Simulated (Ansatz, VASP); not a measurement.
# Sr2C: VASP beside Ansatz

INCAR

```
SYSTEM = Sr2C
PREC     = Accurate       ! precision mode
ENCUT    = 520            ! plane-wave cutoff, eV
EDIFF    = 1E-6           ! SCF threshold, eV
ISMEAR   = -1             ! smearing method
SIGMA    = 0.02           ! smearing width, eV
LREAL    = .FALSE.        ! projectors in reciprocal space
LASPH    = .TRUE.         ! aspherical terms in the spheres
NELM     = 80             ! most SCF steps
ALGO     = Normal         ! electronic algorithm
ISIF     = 2              ! what is computed and relaxed
LWAVE    = .FALSE.        ! write WAVECAR
LCHARG   = .TRUE.         ! write CHGCAR
GGA      = PE             ! functional
LELF     = .TRUE.         ! ELF
LVHAR    = .TRUE.       
NBANDS   = 19             ! bands
```

The input KPOINTS:

```
regular mesh
0
G
  6 6 6
  0 0 0
```

The input POSCAR:

```
Sr2C
1.0
    0.0000000000      3.4034546120      3.4034546120
    3.4034546120      0.0000000000      3.4034546120
    3.4034546120      3.4034546120      0.0000000000
C Sr
1 2
Direct
    0.0000000000      0.0000000000      0.0000000000
    0.2500000000      0.2500000000      0.2500000000
    0.7500000000      0.7500000000      0.7500000000
```

Input for Ansatz:

```yaml
crystal:
  lattice:
    - [0.0, 3.403454612, 3.403454612]
    - [3.403454612, 0.0, 3.403454612]
    - [3.403454612, 3.403454612, 0.0]
  atoms:
    - { symbol: C, position: [0.0, 0.0, 0.0] }
    - { symbol: Sr, position: [0.25, 0.25, 0.25] }
    - { symbol: Sr, position: [0.75, 0.75, 0.75] }
kpoints:
  mp_grid: { grid: [6, 6, 6] }
hamiltonian:
  xc: pbe
scf:
  occupations: { method: fermi_dirac, width: 0.02 }
  n_extra_bands: 4
output:
  forces: true
  stress: true
  eigenvalues: true
```

Alike in both runs: task single point; functional PBE; k mesh 6 × 6 × 6; occupations fermi-dirac, width 0.02 eV; no spin polarisation.

```csv
,VASP,Ansatz
version,VASP 6.6.1,Ansatz 0.2.0
potentials or method,"VASP PAW PBE potentials, release 64 (C, Sr_sv)","plane waves, PAW"
plane-wave cutoff (eV),520,420
valence electrons in the cell,24,24
```

```csv
,VASP,Ansatz,Ansatz less VASP
pressure (GPa),-0.7,-0.9,-0.18
```

With one functional, cell and mesh, what is left measures potentials, basis and numerics.
